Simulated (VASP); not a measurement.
# C (P6_3/mmc) in VASP: a series of runs

The runs below take C through single point, with LDA, PBE.

Everything below comes from runs of VASP 6.6.1. Logs are shortened: lines on timing, memory, paths and dates and some standing lists are left out, and cuts for length are marked.

**1. The cell of the first run**

Symmetry: P6_3/mmc, No. 194, hexagonal system. Conventional cell: a = 2.518 Å, b = 2.518 Å, c = 8.305 Å, α = 90.00°, β = 90.00°, γ = 120.00°. C (site symmetry 3m) has 4 C at 1.54 Å within 2.1 Å. C (site symmetry 3m) has 4 C at 1.54 to 1.57 Å within 2.1 Å.

**2. Single point, LDA**

INCAR reads:

```
SYSTEM = C
  PREC = Accurate
  ENCUT = 910
  EDIFF = 1E-6
  ISMEAR = 0
  SIGMA = 0.05
  LREAL = .FALSE.
  LASPH = .TRUE.
  NELM = 120
  ALGO = Normal
  ISIF = 2
  LWAVE = .FALSE.
  LCHARG = .FALSE.
  GGA = CA
  NBANDS = 26
  GGA_COMPAT = .FALSE.
```

KPOINTS reads:

```
regular mesh
0
G
  12 12 4
  0 0 0
```

POSCAR reads:

```
C
1.0
    2.5180184915      0.0000000000      0.0000000000
   -1.2590092457      2.1806679808      0.0000000000
    0.0000000000      0.0000000000      8.3045881819
C
8
Direct
    0.0000000000      0.0000000000      0.0929681641
    0.0000000000      0.0000000000      0.5929681641
    0.0000000000      0.0000000000      0.4070318359
    0.0000000000      0.0000000000      0.9070318359
    0.3333333333      0.6666666667      0.1555285626
    0.6666666667      0.3333333333      0.6555285626
    0.3333333333      0.6666666667      0.3444714374
    0.6666666667      0.3333333333      0.8444714374
```

Potentials or basis: VASP PAW LDA potentials, release 64 (C_h).

Launch:

```
> cat potpaw_LDA.64/C_h/POTCAR > POTCAR
> mpirun -np 1 vasp_std > vasp.out
```

OUTCAR:

```text
SYSTEM = C
   PREC = Accurate
   ENCUT = 910
   EDIFF = 1E-6
   ISMEAR = 0
   LREAL = .FALSE.
   LASPH = .TRUE.
   NELM = 120
   ISIF = 2
   GGA = CA

 ion  position               nearest neighbor table
   1  0.000  0.000  0.093-
   2  0.000  0.000  0.593-
   3  0.000  0.000  0.407-
   4  0.000  0.000  0.907-
   5  0.333  0.667  0.156-
   6  0.667  0.333  0.656-
   7  0.333  0.667  0.344-
   8  0.667  0.333  0.844-

  LATTYP: Found a hexagonal cell.
 ALAT       =     2.5180184915
 C/A-ratio  =     3.2980648116

  Lattice vectors:

 A1 = (   2.5180184915,   0.0000000000,   0.0000000000)
 A2 = (  -1.2590092457,   2.1806679808,   0.0000000000)
 A3 = (   0.0000000000,   0.0000000000,   8.3045881819)

Analysis of symmetry for initial positions (statically):
=====================================================================
 Subroutine PRICEL returns:
 Original cell was already a primitive cell.

 Routine SETGRP: Setting up the symmetry group for a
 hexagonal supercell.

 Subroutine GETGRP returns: Found 24 space group operations
 (whereof 12 operations were pure point group operations)
 out of a pool of 24 trial point group operations.

The static configuration has the point symmetry D_3d.
 The point group associated with its full space group is D_6h.

Analysis of symmetry for dynamics (positions and initial velocities):
=====================================================================
 Subroutine PRICEL returns:
 Original cell was already a primitive cell.

 Routine SETGRP: Setting up the symmetry group for a
 hexagonal supercell.

 Subroutine GETGRP returns: Found 24 space group operations
 (whereof 12 operations were pure point group operations)
 out of a pool of 24 trial point group operations.

The dynamic configuration has the point symmetry D_3d.
 The point group associated with its full space group is D_6h.

 Subroutine INISYM returns: Found 24 space group operations
 (whereof 12 operations are pure point group operations),
 and found     1 'primitive' translations

----------------------------------------------------------------------------------------

                                     Primitive cell

  volume of cell :      45.6002

  direct lattice vectors                    reciprocal lattice vectors
     2.518018491  0.000000000  0.000000000     0.397137671  0.229287541  0.000000000
    -1.259009246  2.180667981  0.000000000     0.000000000  0.458575083  0.000000000
     0.000000000  0.000000000  8.304588182     0.000000000  0.000000000  0.120415363

  length of vectors
     2.518018491  2.518018491  8.304588182     0.458575083  0.458575083  0.120415363

  position of ions in fractional coordinates (direct lattice)
     0.000000000  0.000000000  0.092968164
     0.000000000  0.000000000  0.592968164
     0.000000000  0.000000000  0.407031836
     0.000000000  0.000000000  0.907031836
     0.333333333  0.666666667  0.155528563
     0.666666667  0.333333333  0.655528563
     0.333333333  0.666666667  0.344471437
     0.666666667  0.333333333  0.844471437

  ion indices of the primitive-cell ions
   primitive index   ion index
                 1           1
                 2           2
                 3           3
                 4           4
                 5           5
                 6           6
                 7           7
                 8           8

----------------------------------------------------------------------------------------

 KPOINTS: regular mesh

Automatic generation of k-mesh.
 Grid dimensions read from file:
 generate k-points for:   12   12    4

 Generating k-lattice:

  Cartesian coordinates                     Fractional coordinates (reciprocal lattice)
     0.033094806  0.019107295  0.000000000     0.083333333  0.000000000  0.000000000
     0.000000000  0.038214590  0.000000000     0.000000000  0.083333333  0.000000000
     0.000000000  0.000000000  0.030103841     0.000000000  0.000000000  0.250000000

  Length of vectors
     0.038214590  0.038214590  0.030103841

  Shift w.r.t. Gamma in fractional coordinates (k-lattice)
     0.000000000  0.000000000  0.000000000

 Subroutine IBZKPT returns following result:
 ===========================================

 Found     57 irreducible k-points:

 Following reciprocal coordinates:
            Coordinates               Weight
  0.000000  0.000000  0.000000      1.000000
  0.083333 -0.000000  0.000000      6.000000
  0.166667  0.000000  0.000000      6.000000
  0.250000 -0.000000  0.000000      6.000000
  0.333333 -0.000000  0.000000      6.000000
  0.416667 -0.000000  0.000000      6.000000
[... 16 lines left out ...]
  0.250000 -0.000000  0.250000     12.000000
  0.333333 -0.000000  0.250000     12.000000
 [... further k-points ...]
   k-points           NKPTS =     57   k-points in BZ     NKDIM =     57   number of bands    NBANDS=     26
   number of dos      NEDOS =    301   number of ions     NIONS =      8
   total plane-waves  NPLWV =  65856
   dimension x,y,z NGX =    28 NGY =   28 NGZ =   84
   dimension x,y,z NGXF=    56 NGYF=   56 NGZF=  168
   ions per type =               8
   NGX,Y,Z   is equivalent  to a cutoff of  18.49, 18.49, 16.82 a.u.
   NGXF,Y,Z  is equivalent  to a cutoff of  36.97, 36.97, 33.63 a.u.
 SYSTEM =  C
   PREC   = accura    normal or accurate (medium, high low for compatibility)
   ISTART =      0    job   : 0-new  1-cont  2-samecut
   ICHARG =      2    charge: 1-file 2-atom 10-const
   ISPIN  =      1    spin polarized calculation?
   LNONCOLLINEAR =      F non collinear calculations
   LSORBIT =      F    spin-orbit coupling
   LASPH  =      T    aspherical Exc in radial PAW
   ENCUT  =  910.0 eV  66.88 Ry    8.18 a.u.   6.19  6.19 20.43*2*pi/ulx,y,z
   NELM   =    120;   NELMIN=  2; NELMDL= -5     # of ELM steps
   EDIFF  = 0.1E-05   stopping-criterion for ELM
   LREAL  =      F    real-space projection
   EDIFFG = 0.1E-04   stopping-criterion for IOM
   NSW    =      0    number of steps for IOM
   IBRION =     -1    ionic relax: 0-MD 1-quasi-New 2-CG
   NFREE  =      0    steps in history (QN), initial steepest desc. (CG)
   ISIF   =      2    stress and relaxation
   ISYM   =      2    0-nonsym 1-usesym 2-fastsym
   POTIM  = 0.5000    time-step for ionic-motion
   TEBEG  =    0.0;   TEEND  =   0.0 temperature during run
   PSTRESS=    0.0 pullay stress
   NELECT =      32.0000    total number of electrons
   NUPDOWN=      -1.0000    fix difference up-down
   EMIN   =  10.00;   EMAX   =-10.00  energy-range for DOS
   EFERMI =   0.00;   METHOD = LEGACY
   ISMEAR =     0;   SIGMA  =   0.05  broadening in eV -4-tet -1-fermi 0-gaus
   EFERMI_NEDOS =   21; number of points for ismear=-14 and -15
   IALGO  =     38    algorithm
   IMIX   =      4    mixing-type and parameters
     AMIX     =   0.40;   BMIX     =  1.00
     AMIX_MAG =   1.60;   BMIX_MAG =  1.00
  volume/ion in A,a.u.               =       5.70        38.47
  Fermi-wavevector in a.u.,A,eV,Ry     =   1.454798  2.749169 28.795869  2.116437
  Thomas-Fermi vector in A             =   2.571907
   LORBIT       =      0    0 simple, 1 ext, 2 COOP (PROOUT), +10 PAW based schemes
   GGA     = CA    functional components
   LHFCALC =     F    Hartree Fock is set to
   AEXX    =    0.0000 exact exchange contribution
   IVDW    =     0    specifies the selected vdW correction
   LEPSILON=     F    determine dielectric tensor
   LRPA    =     F    only Hartree local field effects (RPA)
 non-spin polarized calculation
 Gauss-broadening in eV      SIGMA  =   0.05
  energy-cutoff  :      910.00
  volume of cell :       45.60
 maximum number of plane-waves:      2864
 NGX is ok and might be reduce to    28
   NGX = 13   NGY = 13   NGZ = 41

 number of electron      32.0000000 magnetization

 Free energy of the ion-electron system (eV)
  ---------------------------------------------------
  ext. energy  EPLUGINS =         0.00000000
  ---------------------------------------------------
  free energy    TOTEN  =       -80.93469578 eV

  energy without entropy =      -80.93469578  energy(sigma->0) =      -80.93469578

 E-fermi :  11.2263     XC(G=0): -13.6230

 val. band max:       10.9172497636   @ k =   0.0000   0.0000   0.0000
 cond. band min:      15.4141992434   @ k =   0.4167  -0.0000   0.0000
 fundamental gap:      4.4969494798
 Fermi energy:        11.2262639459

 k-point     1 :       0.0000    0.0000    0.0000
  band No.  band energies     occupation
      1     -10.4787      2.00000
      2      -8.8430      2.00000
      3      -8.7394      2.00000
      4      -4.7723      2.00000
      5      -2.5316      2.00000
      6       4.1496      2.00000
[... 18 lines left out ...]
     25      19.1387      0.00000
     26      19.4832      0.00000

 k-point     2 :       0.0833   -0.0000    0.0000
  band No.  band energies     occupation
      1     -10.3077      2.00000
      2      -8.6745      2.00000
      3      -8.5717      2.00000
      4      -4.6207      2.00000
      5      -2.3714      2.00000
      6       4.2360      2.00000
[... 18 lines left out ...]
     25      19.5829      0.00000
     26      20.0441      0.00000

 k-point     3 :       0.1667    0.0000    0.0000
  band No.  band energies     occupation
      1      -9.7964      2.00000
      2      -8.1711      2.00000
      3      -8.0707      2.00000
      4      -4.1677      2.00000
      5      -1.9020      2.00000
      6       4.4176      2.00000
[... 572 lines left out ...]
 k-point    23 :       0.2500   -0.0000    0.2500
  band No.  band energies     occupation
      1      -8.8463      2.00000
      2      -8.0136      2.00000
      3      -6.3806      2.00000
      4      -4.1495      2.00000
      5      -0.3119      2.00000
      6       2.6817      2.00000
[... 18 lines left out ...]
     25      21.0380      0.00000
     26      22.4165      0.00000

 k-point    24 :       0.3333   -0.0000    0.2500
  band No.  band energies     occupation
      1      -7.6828      2.00000
      2      -6.8636      2.00000
      3      -5.2663      2.00000
      4      -3.1084      2.00000
      5      -0.0983      2.00000
      6       0.8666      2.00000
[... 18 lines left out ...]
     25      21.2918      0.00000
     26      22.9905      0.00000

 [... further k-points ...]

------------------------ aborting loop because EDIFF is reached ----------------------------------------

  FORCE on cell =-STRESS in cart. coord.  units (eV):
  Direction    XX          YY          ZZ          XY          YZ          ZX
  --------------------------------------------------------------------------------------
  -------------------------------------------------------------------------------------
  Total       -4.0470715     -4.0470715     -3.9531398     -0.0000000      0.0000000     -0.0000000
  in kB     -142.1951881   -142.1951881   -138.8948667     -0.0000000      0.0000000     -0.0000000
  external PRESSURE =    -141.0950810 kB  Pullay stress =       0.0000000 kB

 VOLUME and BASIS-vectors are now :
 -----------------------------------------------------------------------------
  energy-cutoff  :      910.00
  volume of cell :       45.60
      direct lattice vectors                 reciprocal lattice vectors
     2.518018491  0.000000000  0.000000000     0.397137671  0.229287541  0.000000000
    -1.259009246  2.180667981  0.000000000     0.000000000  0.458575083  0.000000000
     0.000000000  0.000000000  8.304588182     0.000000000  0.000000000  0.120415363

 POSITION                                       TOTAL-FORCE (eV/Angst)
 -----------------------------------------------------------------------------------
      0.00000      0.00000      0.77206        -0.000000     -0.000000     -0.005557
      0.00000      0.00000      4.92436         0.000000      0.000000     -0.005557
      0.00000      0.00000      3.38023        -0.000000     -0.000000      0.005557
      0.00000      0.00000      7.53253        -0.000000      0.000000      0.005557
     -0.00000      1.45378      1.29160         0.000000      0.000000     -0.017571
      1.25901      0.72689      5.44389        -0.000000      0.000000     -0.017571
     -0.00000      1.45378      2.86069         0.000000     -0.000000      0.017571
      1.25901      0.72689      7.01299        -0.000000     -0.000000      0.017571
 -----------------------------------------------------------------------------------
    total drift:                               -0.000000     -0.000000      0.000000

  FREE ENERGIE OF THE ION-ELECTRON SYSTEM (eV)
  ---------------------------------------------------
  free  energy   TOTEN  =       -80.9346957755 eV

  energy  without entropy=      -80.9346957755  energy(sigma->0) =      -80.93469578
```

Run time: 79 s. Hardware: 1 thread of AMD EPYC 9R45 (Zen 5), shared host; peak memory 0.22 GiB.

Results:

```
Free energy            : -80.9347 eV
Pressure               : -14.1 GPa
Largest force          : 0.018 eV/Å
Band gap on the k mesh : 4.50 eV (least direct gap 5.25 eV)
```

Forces on the atoms (eV/Å):
```
C    0.000  0.000 -0.006
C    0.000  0.000 -0.006
C    0.000  0.000  0.006
C    0.000  0.000  0.006
C    0.000  0.000 -0.018
C    0.000  0.000 -0.018
C    0.000  0.000  0.018
C    0.000  0.000  0.018
```

Levels at points of the mesh, in eV from the valence-band top:
| k point | band 14 | band 15 | band 16 | band 17 | band 18 | band 19 |
| --- | --- | --- | --- | --- | --- | --- |
| (0.00, 0.00, 0.00) | -0.22 | 0.00 | 0.00 | 5.25 | 5.25 | 5.41 |
| (0.50, 0.00, 0.00) | -4.63 | -3.65 | -2.94 | 4.56 | 5.53 | 5.92 |
| (0.00, 0.00, 0.50) | -0.64 | -0.64 | -0.64 | 6.01 | 6.01 | 6.01 |
| (0.50, 0.00, 0.50) | -4.69 | -3.64 | -3.64 | 4.89 | 4.89 | 6.89 |

Caveat: the cutoff is under 1.25 times the usual one of these potentials, so pressure, stress and relaxed cells hold a basis-set (Pulay) error; the cell stands under tension. A k mesh can miss the band edges.

**3. Single point, PBE**

INCAR reads:

```
SYSTEM = C
PREC = Accurate
ENCUT = 520
EDIFF = 1E-6
ISMEAR = 0
SIGMA = 0.05
LREAL = .FALSE.
LASPH = .TRUE.
NELM = 80
ALGO = Normal
ISIF = 2
LWAVE = .FALSE.
LCHARG = .FALSE.
GGA = PE
NBANDS = 26
```

KPOINTS reads:

```
Automatic mesh
0
G
  12 12 4
  0 0 0
```

POSCAR: that of step 2 with these lines changed.

```diff
@@ -2,5 +2,5 @@
 1.0
-    2.5180184915      0.0000000000      0.0000000000
+    2.5180184914      0.0000000000      0.0000000000
    -1.2590092457      2.1806679808      0.0000000000
-    0.0000000000      0.0000000000      8.3045881819
+    0.0000000000      0.0000000000      8.3045881824
 C
```

Potentials or basis: VASP PAW PBE potentials, release 64 (C).

Launch:

```
> cat potpaw_PBE.64/C/POTCAR > POTCAR
> mpirun -np 1 vasp_std > vasp.out
```

Run time: 85 s. Hardware: 1 thread of Intel Xeon 8259CL, shared host; peak memory 0.18 GiB.

It converged, with:

```
Free energy            : -72.6699 eV
Pressure               : 0.7 GPa
Largest force          : 0.004 eV/Å
Band gap on the k mesh : 4.53 eV (least direct gap 5.29 eV)
```

Forces in eV/Å, atoms in the order of the input:
```
C    0.000  0.000  0.001
C    0.000  0.000  0.001
C    0.000  0.000 -0.001
C    0.000  0.000 -0.001
C    0.000  0.000  0.004
C    0.000  0.000  0.004
C    0.000  0.000 -0.004
C    0.000  0.000 -0.004
```

Levels at points of the mesh, in eV from the valence-band top:
```
           k point  band 14  band 15  band 16  band 17  band 18  band 19
(0.00, 0.00, 0.00)    -0.22     0.00     0.00     5.29     5.29     5.46
(0.50, 0.00, 0.00)    -4.65    -3.66    -2.95     4.60     5.57     5.98
(0.00, 0.00, 0.50)    -0.65    -0.65    -0.65     6.06     6.06     6.06
(0.50, 0.00, 0.50)    -4.71    -3.64    -3.64     4.94     4.94     6.98
```

A k mesh can miss the band edges.
